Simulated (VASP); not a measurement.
Sn2TeO, 4 atoms in the cell. It takes space group P4/mmm (No. 123, tetragonal). The conventional cell has a = 4.201 Å, b = 4.201 Å, c = 5.956 Å, α = 90.00°, β = 90.00°, γ = 90.00°. Sn (site symmetry 4/mmm) has 4 Te at 2.97 Å and 2 O at 2.98 Å within 3.9 Å. Within 3.9 Å of Sn (site symmetry 4/mmm) lie 4 O at 2.97 Å and 2 Te at 2.98 Å. Within 3.9 Å of Te (site symmetry 4/mmm) lie 6 Sn at 2.97 to 2.98 Å. Within 3.9 Å of O (site symmetry 4/mmm) lie 6 Sn at 2.97 to 2.98 Å. 

- Program: VASP 6.6.1
- Task: single point
- Functional: PBE
- Dispersion: D3(BJ)
- Potentials or basis: VASP PAW PBE potentials, release 64 (Sn_d, Te, O)
- Cutoff: 600 eV
- k mesh: 12 × 12 × 8
- Occupations: gaussian, width 0.1 eV
- Spin: no spin polarisation
- Dipole correction: no
- Further INCAR settings: ALGO = Normal; EDIFF = 1e-06; NBANDS = 28

Potentials or basis: VASP PAW PBE potentials, release 64 (Sn_d, Te, O).

Launch:

```sh
$ cat potpaw_PBE.64/Sn_d/POTCAR potpaw_PBE.64/Te/POTCAR potpaw_PBE.64/O/POTCAR > POTCAR
$ mpirun -np 1 vasp_std > vasp.out
```

Hardware: 1 thread of Intel Xeon 8259CL, on a shared host.

Q: Estimate the wall time of this run.

A: It took 11 min on 1 thread of Intel Xeon 8259CL (shared host), peak memory 0.6 GiB. Counts: scf iterations 16, k points 140.
